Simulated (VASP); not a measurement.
Here is a VASP 6.6.1 calculation.

INCAR

```
SYSTEM = MoS2
  ALGO = Normal
  EDIFF = 1E-6
  ENCUT = 520
  GGA = PE
  ISIF = 2
  ISMEAR = -1
  LASPH = .True.
  LCHARG = .False.
  LREAL = .False.
  LWAVE = .False.
  NBANDS = 35
  NELM = 80
  PREC = Accurate
  SIGMA = 0.05
```

File KPOINTS:

```
k-points
0
Gamma
  8 8 2
  0 0 0
```

POSCAR

```
MoS2
1.0
    3.1856425703      0.0000000000      0.0000000000
   -1.5928212852      2.7588473933      0.0000000000
    0.0000000000      0.0000000000     14.6785739368
Mo S
2 4
Direct
    0.6666666667      0.3333333333      0.7500000000
    0.3333333333      0.6666666667      0.2500000000
    0.6666666667      0.3333333333      0.3564483827
    0.3333333333      0.6666666667      0.8564483827
    0.6666666667      0.3333333333      0.1435516173
    0.3333333333      0.6666666667      0.6435516173
```

Potentials or basis: VASP PAW PBE potentials, release 64 (Mo_sv, S).

Run with:

```console
$ cat potpaw_PBE.64/Mo_sv/POTCAR potpaw_PBE.64/S/POTCAR > POTCAR
$ mpirun -np 1 vasp_std > vasp.out
```

Question: Predict the pressure.

Answer: -0.1 GPa.

Question: What does it give for the band gap on the k mesh?

Answer: 1.62 eV (least direct gap 1.97 eV).

Question: Predict the largest force.

Answer: 0.014 eV/Å.

Forces in eV/Å, atoms in the order of the input:
```
Mo   0.000  0.000  0.000
Mo   0.000  0.000  0.000
S    0.000  0.000 -0.014
S    0.000  0.000 -0.014
S    0.000  0.000  0.014
S    0.000  0.000  0.014
```

Caveat: this functional lacks dispersion, which binds the layers, so the pressure and a relaxed spacing across them are unreliable.

**What was measured.**

“Multiwavelength excitation Raman Scattering Analysis of bulk and 2 dimensional MoS2: Vibrational properties of atomically thin MoS2 layers”, 2015, arxiv:1506.03228 reports, for a bulk crystal of MoS2 at 300 K: band gap 1.3 eV (indirect).

A measured gap of MoS2 is 1.3 eV (indirect; 300 K; “Multiwavelength excitation Raman Scattering Analysis of bulk and 2 dimensional MoS2: Vibrational properties of atomically thin MoS2 layers”, 2015, arxiv:1506.03228); the calculated 1.62 eV misses it by +0.32 eV. Spin-orbit coupling on Mo is left out. The value is that of PBE on a finite k mesh, which can miss the band edges, without temperature or zero-point motion.
